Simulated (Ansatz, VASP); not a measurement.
BN: VASP beside Ansatz

```
CELL_PARAMETERS angstrom
2.56597 0.00000 0.00000
-1.28298 2.22219 0.00000
0.00000 0.00000 4.19972
ATOMIC_POSITIONS crystal
B 0.33333 0.66667 0.99963
B 0.66667 0.33333 0.49963
N 0.33333 0.66667 0.37437
N 0.66667 0.33333 0.87437
```

Change from the starting cell: strained cell.

Alike in both runs: functional PBEsol; k mesh 9 × 9 × 6; occupations gaussian, width 0.02 eV; no spin polarisation.

Ansatz relaxed the structure, and its values are those at the end. VASP's run is a single point on that final structure, the one shown.

```csv
,VASP,Ansatz
version,VASP 6.6.1,Ansatz 0.2.0
potentials or method,"VASP PAW PBE potentials, release 64 (B, N), cutoff 520 eV","scalar-relativistic, plane waves, PAW"
valence electrons in the cell,16,16
```

Ansatz gave:

| Property | Result |
| --- | --- |
| gap on the k mesh at the Fermi level (eV) | 5.04 |
| least direct gap on the mesh (eV) | 8.07 |
| pressure (GPa) | -7.0 |

Question: Estimate VASP's values.

Answer: gap on the k mesh at the Fermi level (eV): 5.03; least direct gap on the mesh (eV): 8.07; pressure (GPa): -6.3.

VASP's potentials were made for PBE, not for PBEsol, and Ansatz warns of the same on its side. The functional is the same, so the differences come from potentials, cutoffs and numerics. Ansatz's warnings: stress scf threshold loose.
